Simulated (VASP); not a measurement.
# Ga (P6_3/mmc) in VASP: single point with PBE

Aim: the single point of Ga with PBE.

All numbers are computed with VASP 6.6.1; they aren't measurements. Logs are shortened: lines on timing, memory, paths and dates and some standing lists are left out, and cuts for length are marked.

### Step 1. The cell of the first run

The structure is hexagonal, space group P6_3/mmc (No. 194). The conventional cell has a = 2.389 Å, b = 2.389 Å, c = 3.964 Å, α = 90.00°, β = 90.00°, γ = 120.00°. Ga (site symmetry -6m2) has 12 Ga at 2.39 to 2.41 Å within 3.2 Å.

This isn't the form of Ga at room conditions, which is orthorhombic.

### Step 2. Single point, PBE

File INCAR:

```
PREC     = Accurate       # precision mode
ENCUT    = 520            # plane-wave cutoff, eV
EDIFF    = 1E-6           # SCF threshold, eV
ISMEAR   = -1             # smearing method
SIGMA    = 0.1            # smearing width, eV
LREAL    = False          # projectors in reciprocal space
LASPH    = True           # aspherical terms in the spheres
NELM     = 60             # most SCF steps
ALGO     = Normal         # electronic algorithm
ISIF     = 2              # what is computed and relaxed
LWAVE    = False          # write WAVECAR
LCHARG   = False          # write CHGCAR
GGA      = PE             # functional
NBANDS   = 20             # bands
```

File KPOINTS:

```
Automatic mesh
0
Gamma
  18 18 10
```

File POSCAR:

```
Ga
1.0
    2.3888982803      0.0000000000      0.0000000000
   -1.1944491401      2.0688465978      0.0000000000
    0.0000000000      0.0000000000      3.9639639041
Ga
2
Direct
    0.3333333333      0.6666666667      0.2500000000
    0.6666666667      0.3333333333      0.7500000000
```

Potentials or basis: VASP PAW PBE potentials, release 64 (Ga_d).

Command:

```
$ cat potpaw_PBE.64/Ga_d/POTCAR > POTCAR
$ mpirun -np 1 vasp_std > vasp.out
```

OUTCAR:

```text
PREC = Accurate
   ENCUT = 520
   EDIFF = 1E-6
   ISMEAR = -1
   LREAL = False
   LASPH = True
   NELM = 60
   ISIF = 2
   GGA = PE

 ion  position               nearest neighbor table
   1  0.333  0.667  0.250-   2 2.41   2 2.41   2 2.41   2 2.41   2 2.41   2 2.41
   2  0.667  0.333  0.750-   1 2.41   1 2.41   1 2.41   1 2.41   1 2.41   1 2.41

  LATTYP: Found a hexagonal cell.
 ALAT       =     2.3888982803
 C/A-ratio  =     1.6593272040

  Lattice vectors:

 A1 = (   2.3888982803,   0.0000000000,   0.0000000000)
 A2 = (  -1.1944491401,   2.0688465978,   0.0000000000)
 A3 = (   0.0000000000,   0.0000000000,   3.9639639041)

Analysis of symmetry for initial positions (statically):
=====================================================================
 Subroutine PRICEL returns:
 Original cell was already a primitive cell.

 Routine SETGRP: Setting up the symmetry group for a
 hexagonal supercell.

 Subroutine GETGRP returns: Found 24 space group operations
 (whereof 12 operations were pure point group operations)
 out of a pool of 24 trial point group operations.

The static configuration has the point symmetry D_3d.
 The point group associated with its full space group is D_6h.

Analysis of symmetry for dynamics (positions and initial velocities):
=====================================================================
 Subroutine PRICEL returns:
 Original cell was already a primitive cell.

 Routine SETGRP: Setting up the symmetry group for a
 hexagonal supercell.

 Subroutine GETGRP returns: Found 24 space group operations
 (whereof 12 operations were pure point group operations)
 out of a pool of 24 trial point group operations.

The dynamic configuration has the point symmetry D_3d.
 The point group associated with its full space group is D_6h.

 Subroutine INISYM returns: Found 24 space group operations
 (whereof 12 operations are pure point group operations),
 and found     1 'primitive' translations

----------------------------------------------------------------------------------------

                                     Primitive cell

  volume of cell :      19.5910

  direct lattice vectors                    reciprocal lattice vectors
     2.388898280  0.000000000  0.000000000     0.418603006  0.241680558  0.000000000
    -1.194449140  2.068846598  0.000000000     0.000000000  0.483361116  0.000000000
     0.000000000  0.000000000  3.963963904     0.000000000  0.000000000  0.252272731

  length of vectors
     2.388898280  2.388898280  3.963963904     0.483361116  0.483361116  0.252272731

  position of ions in fractional coordinates (direct lattice)
     0.333333333  0.666666667  0.250000000
     0.666666667  0.333333333  0.750000000

  ion indices of the primitive-cell ions
   primitive index   ion index
                 1           1
                 2           2

----------------------------------------------------------------------------------------

 KPOINTS: Automatic mesh

Automatic generation of k-mesh.
 Grid dimensions read from file:
 generate k-points for:   18   18   10

 Generating k-lattice:

  Cartesian coordinates                     Fractional coordinates (reciprocal lattice)
     0.023255723  0.013426698  0.000000000     0.055555556 -0.000000000  0.000000000
     0.000000000  0.026853395  0.000000000     0.000000000  0.055555556  0.000000000
     0.000000000  0.000000000  0.025227273     0.000000000  0.000000000  0.100000000

  Length of vectors
     0.026853395  0.026853395  0.025227273

  Shift w.r.t. Gamma in fractional coordinates (k-lattice)
     0.000000000  0.000000000  0.000000000

 Subroutine IBZKPT returns following result:
 ===========================================

 Found    222 irreducible k-points:

 Following reciprocal coordinates:
            Coordinates               Weight
  0.000000  0.000000  0.000000      1.000000
  0.055556  0.000000  0.000000      6.000000
  0.111111  0.000000  0.000000      6.000000
  0.166667  0.000000  0.000000      6.000000
  0.222222 -0.000000  0.000000      6.000000
  0.277778 -0.000000  0.000000      6.000000
[... 16 lines left out ...]
  0.333333  0.111111  0.000000     12.000000
  0.388889  0.111111  0.000000     12.000000
 [... further k-points ...]
   k-points           NKPTS =    222   k-points in BZ     NKDIM =    222   number of bands    NBANDS=     20
   number of dos      NEDOS =    301   number of ions     NIONS =      2
   total plane-waves  NPLWV =   9720
   dimension x,y,z NGX =    18 NGY =   18 NGZ =   30
   dimension x,y,z NGXF=    36 NGYF=   36 NGZF=   60
   ions per type =               2
   NGX,Y,Z   is equivalent  to a cutoff of  12.53, 12.53, 12.58 a.u.
   NGXF,Y,Z  is equivalent  to a cutoff of  25.05, 25.05, 25.16 a.u.
 SYSTEM =  unknown system
   PREC   = accura    normal or accurate (medium, high low for compatibility)
   ISTART =      0    job   : 0-new  1-cont  2-samecut
   ICHARG =      2    charge: 1-file 2-atom 10-const
   ISPIN  =      1    spin polarized calculation?
   LNONCOLLINEAR =      F non collinear calculations
   LSORBIT =      F    spin-orbit coupling
   LASPH  =      T    aspherical Exc in radial PAW
   ENCUT  =  520.0 eV  38.22 Ry    6.18 a.u.   4.44  4.44  7.37*2*pi/ulx,y,z
   NELM   =     60;   NELMIN=  2; NELMDL= -5     # of ELM steps
   EDIFF  = 0.1E-05   stopping-criterion for ELM
   LREAL  =      F    real-space projection
   EDIFFG = 0.1E-04   stopping-criterion for IOM
   NSW    =      0    number of steps for IOM
   IBRION =     -1    ionic relax: 0-MD 1-quasi-New 2-CG
   NFREE  =      0    steps in history (QN), initial steepest desc. (CG)
   ISIF   =      2    stress and relaxation
   ISYM   =      2    0-nonsym 1-usesym 2-fastsym
   POTIM  = 0.5000    time-step for ionic-motion
   TEBEG  =    0.0;   TEEND  =   0.0 temperature during run
   PSTRESS=    0.0 pullay stress
   NELECT =      26.0000    total number of electrons
   NUPDOWN=      -1.0000    fix difference up-down
   EMIN   =  10.00;   EMAX   =-10.00  energy-range for DOS
   EFERMI =   0.00;   METHOD = LEGACY
   ISMEAR =    -1;   SIGMA  =   0.10  broadening in eV -4-tet -1-fermi 0-gaus
   EFERMI_NEDOS =   21; number of points for ismear=-14 and -15
   IALGO  =     38    algorithm
   IMIX   =      4    mixing-type and parameters
     AMIX     =   0.40;   BMIX     =  1.00
     AMIX_MAG =   1.60;   BMIX_MAG =  1.00
  volume/ion in A,a.u.               =       9.80        66.10
  Fermi-wavevector in a.u.,A,eV,Ry     =   1.799067  3.399744 44.037202  3.236643
  Thomas-Fermi vector in A             =   2.860076
   LORBIT       =      0    0 simple, 1 ext, 2 COOP (PROOUT), +10 PAW based schemes
   GGA     = PE    functional components
   LHFCALC =     F    Hartree Fock is set to
   AEXX    =    0.0000 exact exchange contribution
   IVDW    =     0    specifies the selected vdW correction
   LEPSILON=     F    determine dielectric tensor
   LRPA    =     F    only Hartree local field effects (RPA)
 non-spin polarized calculation
  energy-cutoff  :      520.00
  volume of cell :       19.59
 maximum number of plane-waves:       551
 NGX is ok and might be reduce to    18
   NGX =  9   NGY =  9   NGZ = 15

 number of electron      25.9999975 magnetization

 Free energy of the ion-electron system (eV)
  ---------------------------------------------------
  ext. energy  EPLUGINS =         0.00000000
  ---------------------------------------------------
  free energy    TOTEN  =        -0.84960806 eV

  energy without entropy =       -0.82853731  energy(sigma->0) =       -0.83907269

 E-fermi :  14.3840     XC(G=0): -14.7566

 val. band max:       14.3577186139   @ k =   0.3889   0.1667   0.2000
 cond. band min:      14.3990551731   @ k =   0.0556   0.0556   0.3000
 fundamental gap:      0.0413365592
 Fermi energy:        14.3839657962

 k-point     1 :       0.0000    0.0000    0.0000
  band No.  band energies     occupation
      1      -3.7493      2.00000
      2      -3.2800      2.00000
      3      -2.5005      2.00000
      4      -2.4059      2.00000
      5      -2.4059      2.00000
      6      -2.2896      2.00000
[... 12 lines left out ...]
     19      33.6398      0.00000
     20      34.5285      0.00000

 k-point     2 :       0.0556    0.0000    0.0000
  band No.  band energies     occupation
      1      -3.6365      2.00000
      2      -3.2480      2.00000
      3      -2.5177      2.00000
      4      -2.3882      2.00000
      5      -2.3786      2.00000
      6      -2.2970      2.00000
[... 12 lines left out ...]
     19      34.7618      0.00000
     20      35.7312      0.00000

 k-point     3 :       0.1111    0.0000    0.0000
  band No.  band energies     occupation
      1      -3.3170      2.00000
      2      -3.1632      2.00000
      3      -2.5562      2.00000
      4      -2.3528      2.00000
      5      -2.2991      2.00000
      6      -2.2867      2.00000
[... 12 lines left out ...]
     19      34.7485      0.00000
     20      36.0913      0.00000

 k-point     4 :       0.1667    0.0000    0.0000
  band No.  band energies     occupation
      1      -3.0775      2.00000
      2      -2.9110      2.00000
      3      -2.5653      2.00000
      4      -2.3311      2.00000
      5      -2.2703      2.00000
      6      -2.1758      2.00000
[... 12 lines left out ...]
     19      34.8204      0.00000
     20      36.1085      0.00000

 k-point     5 :       0.2222   -0.0000    0.0000
  band No.  band energies     occupation
      1      -3.0498      2.00000
      2      -2.7873      2.00000
      3      -2.4767      2.00000
      4      -2.4527      2.00000
      5      -2.2391      2.00000
      6      -2.2202      2.00000
[... 12 lines left out ...]
     19      34.6158      0.00000
     20      34.8086      0.00000
[... 353 lines left out ...]
      6      -2.1604      2.00000
[... 12 lines left out ...]
     19      29.9702      0.00000
     20      32.5824      0.00000

 k-point    22 :       0.2778    0.1111    0.0000
  band No.  band energies     occupation
      1      -3.0786      2.00000
      2      -2.8371      2.00000
      3      -2.8092      2.00000
      4      -2.3995      2.00000
      5      -2.2861      2.00000
      6      -2.1196      2.00000
[... 12 lines left out ...]
     19      29.1463      0.00000
     20      32.0412      0.00000

 k-point    23 :       0.3333    0.1111    0.0000
  band No.  band energies     occupation
      1      -3.1579      2.00000
      2      -2.9622      2.00000
      3      -2.8604      2.00000
      4      -2.4229      2.00000
      5      -2.1959      2.00000
      6      -2.1843      2.00000
[... 12 lines left out ...]
     19      28.5343      0.00000
     20      31.6389      0.00000

 k-point    24 :       0.3889    0.1111    0.0000
  band No.  band energies     occupation
      1      -3.2113      2.00000
      2      -3.0401      2.00000
      3      -2.8986      2.00000
      4      -2.4326      2.00000
      5      -2.2311      2.00000
      6      -2.1371      2.00000
[... 12 lines left out ...]
     19      28.1574      0.00000
     20      31.3944      0.00000

 [... further k-points ...]
[... 5 lines left out ...]
  --------------------------------------------------------------------------------------
  -------------------------------------------------------------------------------------
  Total       19.7485280     19.7485280     19.7488301      0.0000000      0.0000000      0.0000000
  in kB     1615.0637681   1615.0637681   1615.0884755      0.0000000      0.0000000      0.0000000
  external PRESSURE =    1615.0720039 kB  Pullay stress =       0.0000000 kB

 VOLUME and BASIS-vectors are now :
 -----------------------------------------------------------------------------
  energy-cutoff  :      520.00
  volume of cell :       19.59
      direct lattice vectors                 reciprocal lattice vectors
     2.388898280  0.000000000  0.000000000     0.418603006  0.241680558  0.000000000
    -1.194449140  2.068846598  0.000000000     0.000000000  0.483361116  0.000000000
     0.000000000  0.000000000  3.963963904     0.000000000  0.000000000  0.252272731

 POSITION                                       TOTAL-FORCE (eV/Angst)
 -----------------------------------------------------------------------------------
     -0.00000      1.37923      0.99099        -0.000000     -0.000000      0.000000
      1.19445      0.68962      2.97297         0.000000      0.000000      0.000000
 -----------------------------------------------------------------------------------
    total drift:                               -0.000000      0.000000     -0.000000

  FREE ENERGIE OF THE ION-ELECTRON SYSTEM (eV)
  ---------------------------------------------------
  free  energy   TOTEN  =        -0.8496080646 eV

  energy  without entropy=       -0.8285373097  energy(sigma->0) =       -0.83907269
```

Run time: 86 s. Hardware: 1 thread of Intel Xeon 8259CL, shared host; peak memory 0.19 GiB.

Results:

| Property | Result |
| --- | --- |
| Free energy | -0.8496 eV |
| Pressure | 161.5 GPa |
| Band gap on the k mesh | zero (bands 13 and 14 overlap by 10.51 eV) |

Levels at points of the mesh, in eV from the Fermi level:
```csv
k point,band 9,band 10,band 11,band 12,band 13,band 14,band 15,band 16,band 17,band 18
"(0.00, 0.00, 0.00)",-16.44,-15.92,-15.92,-8.68,-5.99,16.59,16.59,17.70,18.76,18.76
"(0.50, 0.00, 0.00)",-15.84,-15.78,-8.81,-7.82,0.35,0.74,3.22,3.30,7.24,13.09
"(0.00, 0.00, 0.50)",-16.09,-16.09,-15.27,-15.27,5.06,5.06,18.51,18.51,18.80,18.80
"(0.50, 0.00, 0.50)",-15.80,-15.80,-7.27,-7.27,-4.06,-4.06,10.26,10.26,11.70,11.70
```

Caveat: the cell stands under pressure.
